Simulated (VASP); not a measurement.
# Tl (I4/mmm) in VASP: notebook, part 2 of 2

VASP 6.6.1.

## Step 3: Single point, LDA (strain +0.050 along x and y, +0.025 along z)

File INCAR:

```
SYSTEM = Tl
  PREC = Accurate
  ENCUT = 520
  EDIFF = 1E-6
  ISMEAR = 0
  SIGMA = 0.15
  LREAL = .False.
  LASPH = .True.
  NELM = 80
  ALGO = Fast
  ISIF = 2
  LWAVE = .False.
  LCHARG = .False.
  GGA = CA
  NBANDS = 12
```

File KPOINTS:

```
regular mesh
0
Gamma
  16 16 16
  0 0 0
```

File POSCAR:

```
Tl
1.0
    0.0000000000      2.5896582946      2.5279997638
    2.5896582946      0.0000000000      2.5279997638
    2.5896582946      2.5896582946      0.0000000000
Tl
1
Direct
    0.0000000000      0.0000000000      0.0000000000
```

Potentials or basis: VASP PAW LDA potentials, release 64 (Tl_d).

The run is started by

```sh
> cat potpaw_LDA.64/Tl_d/POTCAR > POTCAR
> mpirun -np 1 vasp_std > vasp.out
```

OUTCAR:

```text
SYSTEM = Tl
   PREC = Accurate
   ENCUT = 520
   EDIFF = 1E-6
   ISMEAR = 0
   LREAL = .False.
   LASPH = .True.
   NELM = 80
   ISIF = 2
   GGA = CA

 ion  position               nearest neighbor table
   1  0.000  0.000  0.000-

  LATTYP: Found a body centered tetragonal cell.
 ALAT       =     3.6623298821
 C/A-ratio  =     1.3805418109

  Lattice vectors:

 A1 = (   0.0000000000,  -2.5896582946,  -2.5279997638)
 A2 = (   0.0000000000,   2.5896582946,  -2.5279997638)
 A3 = (   2.5896582946,   0.0000000000,   2.5279997638)

Analysis of symmetry for initial positions (statically):
=====================================================================
 Subroutine PRICEL returns:
 Original cell was already a primitive cell.

 Routine SETGRP: Setting up the symmetry group for a
 body centered tetragonal supercell.

 Subroutine GETGRP returns: Found 16 space group operations
 (whereof 16 operations were pure point group operations)
 out of a pool of 16 trial point group operations.

The static configuration has the point symmetry D_4h.

Analysis of symmetry for dynamics (positions and initial velocities):
=====================================================================
 Subroutine PRICEL returns:
 Original cell was already a primitive cell.

 Routine SETGRP: Setting up the symmetry group for a
 body centered tetragonal supercell.

 Subroutine GETGRP returns: Found 16 space group operations
 (whereof 16 operations were pure point group operations)
 out of a pool of 16 trial point group operations.

The dynamic configuration has the point symmetry D_4h.

 Subroutine INISYM returns: Found 16 space group operations
 (whereof 16 operations are pure point group operations),
 and found     1 'primitive' translations

----------------------------------------------------------------------------------------

                                     Primitive cell

  volume of cell :      33.9072
[... 113 lines left out ...]
   LHFCALC =     F    Hartree Fock is set to
   AEXX    =    0.0000 exact exchange contribution
   IVDW    =     0    specifies the selected vdW correction
   LEPSILON=     F    determine dielectric tensor
   LRPA    =     F    only Hartree local field effects (RPA)
 non-spin polarized calculation
 RMM-DIIS sequential band-by-band and
 Gauss-broadening in eV      SIGMA  =   0.15
  energy-cutoff  :      520.00
  volume of cell :       33.91
 maximum number of plane-waves:       933
   NGX = 13   NGY = 13   NGZ = 13

 number of electron      12.9999997 magnetization

 Free energy of the ion-electron system (eV)
  ---------------------------------------------------
  ext. energy  EPLUGINS =         0.00000000
  ---------------------------------------------------
  free energy    TOTEN  =        -2.78244596 eV

  energy without entropy =       -2.77365014  energy(sigma->0) =       -2.77804805

 E-fermi :   4.6081     XC(G=0):  -9.6887

 val. band max:        4.6049017875   @ k =  -0.2500   0.4375   0.2500
 cond. band min:       4.6130044999   @ k =   0.4375   0.0000   0.3750
 fundamental gap:      0.0081027123
 Fermi energy:         4.6080665637

 k-point     1 :       0.0000    0.0000    0.0000
  band No.  band energies     occupation
      1      -6.7580      2.00000
      2      -6.7580      2.00000
      3      -6.7232      2.00000
      4      -6.5828      2.00000
      5      -6.5516      2.00000
      6      -4.3756      2.00000
      7      13.3979      0.00000
      8      13.4461      0.00000
      9      13.4461      0.00000
     10      15.3301      0.00000
     11      16.9868      0.00000
     12      18.1839      0.00000
[... 331 lines left out ...]
 k-point    24 :      -0.0625    0.0625    0.0000
  band No.  band energies     occupation
      1      -6.7619      2.00000
      2      -6.7417      2.00000
      3      -6.7028      2.00000
      4      -6.5909      2.00000
      5      -6.5477      2.00000
      6      -4.1886      2.00000
      7      11.7989      0.00000
      8      12.5118      0.00000
      9      13.5171      0.00000
     10      15.2028      0.00000
     11      17.5307      0.00000
     12      18.2545      0.00000

 [... further k-points ...]

------------------------ aborting loop because EDIFF is reached ----------------------------------------

  FORCE on cell =-STRESS in cart. coord.  units (eV):
  Direction    XX          YY          ZZ          XY          YZ          ZX
  --------------------------------------------------------------------------------------
  -------------------------------------------------------------------------------------
  Total       -1.1230509     -1.1230509     -1.1434625      0.0000000      0.0000000      0.0000000
  in kB      -53.0662088    -53.0662088    -54.0306942      0.0000000      0.0000000      0.0000000
  external PRESSURE =     -53.3877039 kB  Pullay stress =       0.0000000 kB

 VOLUME and BASIS-vectors are now :
 -----------------------------------------------------------------------------
  energy-cutoff  :      520.00
  volume of cell :       33.91
      direct lattice vectors                 reciprocal lattice vectors
     0.000000000  2.589658295  2.527999764    -0.193075666  0.193075666  0.197784829
     2.589658295  0.000000000  2.527999764     0.193075666 -0.193075666  0.197784829
     2.589658295  2.589658295  0.000000000     0.193075666  0.193075666 -0.197784829

 POSITION                                       TOTAL-FORCE (eV/Angst)
 -----------------------------------------------------------------------------------
      0.00000      0.00000      0.00000         0.000000      0.000000     -0.000000
 -----------------------------------------------------------------------------------
    total drift:                               -0.000000      0.000000     -0.000000

  FREE ENERGIE OF THE ION-ELECTRON SYSTEM (eV)
  ---------------------------------------------------
  free  energy   TOTEN  =        -2.7824459592 eV

  energy  without entropy=       -2.7736501406  energy(sigma->0) =       -2.77804805
```

stdout:

```text
POSCAR found type information on POSCAR Tl
 POSCAR found :  1 types and       1 ions
 scaLAPACK will be used
 LDA part: xc-table for (Slater(with rela. corr.)+CA(PZ))
 , standard interpolation
 POSCAR, INCAR and KPOINTS ok, starting setup
 FFT: planning ... GRIDC
 FFT: planning ... GRID_SOFT
 FFT: planning ... GRID
 WAVECAR not read
 entering main loop
```

Run time: 99 s. Hardware: 1 thread of AMD EPYC 7R43 (Zen 3), shared host; peak memory 0.21 GiB.

What came out:

| Quantity | Value |
| --- | --- |
| Free energy | -2.7824 eV |
| Pressure | -5.3 GPa |

Stress tensor (GPa, compression positive):
```
-5.31  0.00  0.00
 0.00 -5.31  0.00
 0.00  0.00 -5.40
```

Caveat: the cell differs from its parent crystal (strain +0.050 along x and y, +0.025 along z); spin-orbit coupling is left out, which moves the levels of the heavy elements.

## Step 4: Single point, LDA (strain -0.050 along x and y, -0.025 along z)

File INCAR:

```
SYSTEM = Tl
ALGO = Fast
EDIFF = 1E-6
ENCUT = 520
GGA = CA
ISIF = 2
ISMEAR = 0
LASPH = .True.
LCHARG = .False.
LREAL = .False.
LWAVE = .False.
NBANDS = 12
NELM = 60
PREC = Accurate
SIGMA = 0.15
```

File KPOINTS:

```
k-points
0
Gamma
  16 16 16
  0 0 0
```

File POSCAR:

```
Tl
1.0
    0.0000000000      2.3430241714      2.4046827022
    2.3430241714      0.0000000000      2.4046827022
    2.3430241714      2.3430241714      0.0000000000
Tl
1
Direct
    0.0000000000      0.0000000000      0.0000000000
```

The run is started by

```sh
> cat potpaw_LDA.64/Tl_d/POTCAR > POTCAR
> mpirun -np 1 vasp_std > vasp.out
```

Run time: 2.1 min. Hardware: 1 thread of AMD EPYC 7R43 (Zen 3), shared host; peak memory 0.19 GiB.

The run converged. Its results:

```yaml
Free_energy: -2.9233 eV
Pressure: 1.2 GPa
```

Levels at points of the mesh, in eV from the Fermi level:
| k point | band 3 | band 4 | band 5 | band 6 | band 7 | band 8 | band 9 | band 10 |
| --- | --- | --- | --- | --- | --- | --- | --- | --- |
| (0.00, 0.00, 0.00) | -11.63 | -11.34 | -11.28 | -10.61 | 10.92 | 10.92 | 10.99 | 11.11 |
| (0.50, 0.00, 0.00) | -11.61 | -11.02 | -10.99 | -5.27 | -3.25 | 8.42 | 8.97 | 10.58 |
| (0.50, 0.50, 0.00) | -11.02 | -10.93 | -10.93 | -3.64 | -2.25 | 4.43 | 4.43 | 8.29 |
| (0.50, 0.00, 0.50) | -11.03 | -10.95 | -10.90 | -3.25 | -1.99 | 4.01 | 4.15 | 7.93 |

Caveat: the cell differs from its parent crystal (strain -0.050 along x and y, -0.025 along z); spin-orbit coupling is left out, which moves the levels of the heavy elements.

## Step 5: Single point, LDA (strain -0.050 along x and y, +0.000 along z)

File INCAR:

```
SYSTEM = Tl
PREC = Accurate
ENCUT = 520
EDIFF = 1E-6
ISMEAR = 0
SIGMA = 0.15
LREAL = .False.
LASPH = .True.
NELM = 80
ALGO = Fast
ISIF = 2
LWAVE = .False.
LCHARG = .False.
GGA = CA
NBANDS = 12
```

File KPOINTS:

```
regular mesh
0
Gamma
  16 16 16
  0 0 0
```

File POSCAR:

```
Tl
1.0
    0.0000000000      2.3430241714      2.4663412330
    2.3430241714      0.0000000000      2.4663412330
    2.3430241714      2.3430241714      0.0000000000
Tl
1
Direct
    0.0000000000      0.0000000000      0.0000000000
```

The run is started by

```sh
> cat potpaw_LDA.64/Tl_d/POTCAR > POTCAR
> mpirun -np 1 vasp_std > vasp.out
```

Run time: 1.8 min. Hardware: 1 thread of AMD EPYC 7R43 (Zen 3), shared host; peak memory 0.19 GiB.

The run converged. Its results:

| Property | Result |
| --- | --- |
| Free energy | -2.9265 eV |
| Pressure | 0.1 GPa |

Stress tensor (GPa, compression positive):
```
0.04 0.00 0.00
0.00 0.04 0.00
0.00 0.00 0.11
```

Levels at points of the mesh, in eV from the Fermi level:
| k point | band 2 | band 3 | band 4 | band 5 | band 6 | band 7 | band 8 | band 9 | band 10 | band 11 |
| --- | --- | --- | --- | --- | --- | --- | --- | --- | --- | --- |
| (0.00, 0.00, 0.00) | -11.52 | -11.52 | -11.31 | -11.19 | -10.38 | 10.73 | 10.73 | 10.87 | 11.15 | 15.21 |
| (0.50, 0.00, 0.00) | -11.61 | -11.50 | -10.98 | -10.93 | -5.24 | -3.09 | 7.98 | 9.09 | 10.70 | 12.80 |
| (0.50, 0.50, 0.00) | -11.88 | -10.97 | -10.90 | -10.90 | -3.91 | -2.27 | 4.66 | 4.66 | 8.42 | 9.80 |
| (0.50, 0.00, 0.50) | -11.88 | -10.98 | -10.93 | -10.83 | -3.15 | -1.78 | 3.83 | 4.11 | 7.74 | 9.16 |

Caveat: the cell differs from its parent crystal (strain -0.050 along x and y, +0.000 along z); spin-orbit coupling is left out, which moves the levels of the heavy elements.

## Step 6: Single point, LDA (strain -0.025 along x and y, -0.050 along z)

File INCAR:

```
ALGO = Normal
EDIFF = 1E-6
ENCUT = 520
ISIF = 2
ISMEAR = 0
LASPH = T
LCHARG = F
LREAL = F
LWAVE = F
NBANDS = 12
NELM = 100
PREC = Accurate
SIGMA = 0.15
```

File KPOINTS:

```
k-points
0
Gamma
  16 16 16
```

File POSCAR:

```
Tl
1.0
    0.0000000000      2.4046827022      2.3430241714
    2.4046827022      0.0000000000      2.3430241714
    2.4046827022      2.4046827022      0.0000000000
Tl
1
Direct
    0.0000000000      0.0000000000      0.0000000000
```

Potentials or basis: VASP PAW LDA potentials, release 64 (Tl_d).

The run is started by

```sh
> cat potpaw_LDA.64/Tl_d/POTCAR > POTCAR
> mpirun -np 1 vasp_std > vasp.out
```

It took 95 s on 1 thread of AMD EPYC 7R43 (Zen 3), shared host; peak memory 0.19 GiB.

The run converged. Its results:

```
Free energy : -2.9257 eV
Pressure    : 0.0 GPa
```

Stress tensor (GPa, compression positive):
```
-0.14  0.00  0.00
 0.00 -0.14  0.00
 0.00  0.00  0.16
```

Levels at points of the mesh, in eV from the Fermi level:
```csv
k point,band 3,band 4,band 5,band 6,band 7,band 8,band 9,band 10
"(0.00, 0.00, 0.00)",-11.56,-11.31,-11.25,-10.41,10.68,10.75,10.75,11.09
"(0.50, 0.00, 0.00)",-11.57,-11.01,-10.98,-5.28,-3.12,8.30,8.74,10.57
"(0.50, 0.50, 0.00)",-11.02,-10.92,-10.92,-3.20,-1.81,3.91,3.91,7.68
"(0.50, 0.00, 0.50)",-11.02,-10.95,-10.90,-3.57,-2.07,4.20,4.34,8.02
```

Caveat: the cell differs from its parent crystal (strain -0.025 along x and y, -0.050 along z); spin-orbit coupling is left out, which moves the levels of the heavy elements.

## Step 7: Overview

```csv
cell,gap on the mesh (eV),pressure (GPa)
"a = 3.619, b = 3.619, c = 3.575 Å, angles 60.4, 60.4, 59.2°, 1 atom",none,-5.1
"a = 3.619, b = 3.619, c = 3.662 Å, angles 59.6, 59.6, 60.8°, 1 atom",none,-5.3
"a = 3.357, b = 3.357, c = 3.314 Å, angles 60.4, 60.4, 59.1°, 1 atom",none,1.2
"a = 3.402, b = 3.402, c = 3.314 Å, angles 60.9, 60.9, 58.3°, 1 atom",none,0.1
"a = 3.357, b = 3.357, c = 3.401 Å, angles 59.6, 59.6, 60.9°, 1 atom",none,0.0
```

Alike in all rows: task single point; level LDA; potentials or basis VASP PAW LDA potentials, release 64 (Tl_d); no spin polarisation; k mesh 16 × 16 × 16; cutoff (eV) 520; smearing gaussian 0.15 eV.

Caveats: spin-orbit coupling is left out, which moves the levels of the heavy elements.

Absolute energies hang on the potentials; compare differences alone.
